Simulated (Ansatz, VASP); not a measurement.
**GaAs: VASP beside Ansatz**

```
Ga As
1.0
     2.74967    1.58752    4.75503
    -2.74967    1.58752    4.75503
     0.00000   -3.17505    4.75503
Ga As
3 3
Direct
  0.25000 0.25000 0.25000
  0.75000 0.75000 0.75000
  0.00000 0.00000 0.00000
  0.50000 0.50000 0.00000
  0.00000 0.50000 0.50000
  0.50000 0.00000 0.50000
```

Alike in both runs: task single point; functional PBE; k mesh 6 × 6 × 6; occupations gaussian, width 0.1 eV; no spin polarisation.

|  | VASP | Ansatz |
| --- | --- | --- |
| version | VASP 6.6.1 | Ansatz 0.2.0 |
| potentials or method | VASP PAW PBE potentials, release 64 (Ga_d, As), cutoff 520 eV | scalar-relativistic, plane waves, PAW |
| valence electrons in the cell | 54 | 84 |

|  | VASP | Ansatz | Ansatz less VASP |
| --- | --- | --- | --- |
| gap on the k mesh at the Fermi level (eV) | none | none | - |
| rms of the force components (eV/Å) | 5.302 | 5.273 | -0.0285 |

Atom by atom the forces differ by 0.029 eV/Å (rms over components). A gap of «none» marks a metal or a gap that the smearing closes. VASP's potentials hold 54 valence electrons a cell and Ansatz's 84, so a difference there can come from the potentials and not from the codes.
